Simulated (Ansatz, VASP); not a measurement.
## Two plane-wave programs on Ga2SnSe4

INCAR

```
ALGO = Normal ; EDIFF = 1E-7
EDIFFG = -0.01 ; ENCUT = 600
GGA = PE ; IBRION = 2
ISIF = 3 ; ISMEAR = 0
LASPH = True ; LCHARG = False
LREAL = False ; LWAVE = False
NELM = 60 ; NSW = 100
PREC = Accurate ; SIGMA = 0.02
```

Contents of KPOINTS:

```
k-points
0
Gamma
  6 6 6
```

Contents of POSCAR:

```
Ga2SnSe4
1.0
   -3.8689188475      3.8689188475      3.1902703251
    3.8689188475     -3.8689188475      3.1902703251
    3.8689188475      3.8689188475     -3.1902703251
Ga Sn Se
2 1 4
Direct
    0.5125391927      0.0125391927      0.5000000000
    0.0125391927      0.5125391927      0.5000000000
    0.9257006146      0.9257006146      0.0000000000
    0.4407074163      0.5971649012      0.5123482627
    0.0848166385      0.9283591537      0.4876517373
    0.9283591537      0.4407074163      0.8435425152
    0.5971649012      0.0848166385      0.1564574848
```

Input for Ansatz:

```yaml
crystal:
  lattice:
    - [-3.8689188475, 3.8689188475, 3.1902703251]
    - [3.8689188475, -3.8689188475, 3.1902703251]
    - [3.8689188475, 3.8689188475, -3.1902703251]
  atoms:
    - { symbol: Ga, position: [0.5125391927, 0.0125391927, 0.5] }
    - { symbol: Ga, position: [0.0125391927, 0.5125391927, 0.5] }
    - { symbol: Sn, position: [0.9257006146, 0.9257006146, 0.0] }
    - { symbol: Se, position: [0.4407074163, 0.5971649012, 0.5123482627] }
    - { symbol: Se, position: [0.0848166385, 0.9283591537, 0.4876517373] }
    - { symbol: Se, position: [0.9283591537, 0.4407074163, 0.8435425152] }
    - { symbol: Se, position: [0.5971649012, 0.0848166385, 0.1564574848] }
basis:
  ecutwfc: 420
kpoints:
  mp_grid: { grid: [6, 6, 6] }
hamiltonian:
  xc: pbe
scf:
  occupations: { method: gaussian, width: 0.02 }
output:
  forces: true
  stress: true
  eigenvalues: true
relax:
  adjacent_minimum: "off"
  f_tol: 0.01
  max_steps: 80
  cell: { stress_tol: 0.05 }
```

Change from the starting cell: the structure that the rattled cell fell into.

Alike in both runs: task relaxation of cell and atoms; functional PBE; k mesh 6 × 6 × 6; occupations gaussian, width 0.02 eV; no spin polarisation.

```csv
,VASP,Ansatz
version,VASP 6.6.1,Ansatz 0.2.0
potentials or method,"VASP PAW PBE potentials, release 64 (Ga_d, Sn_d, Se), cutoff 600 eV","scalar-relativistic, plane waves, PAW"
valence electrons in the cell,64,104
```

|  | VASP | Ansatz | Ansatz less VASP |
| --- | --- | --- | --- |
| gap on the k mesh at the Fermi level, each at its own relaxed structure (eV) | 1.69 | 1.70 | +0.009 |
| relaxed volume (Å³/atom) | 27.40 | 27.38 | -0.012 |
| relaxed length of the cell vector where the two differ most in proportion (Å) | 6.344 | 6.342 | -0.0010 |

VASP's potentials hold 64 valence electrons a cell and Ansatz's 104, so a difference there can come from the potentials and not from the codes.
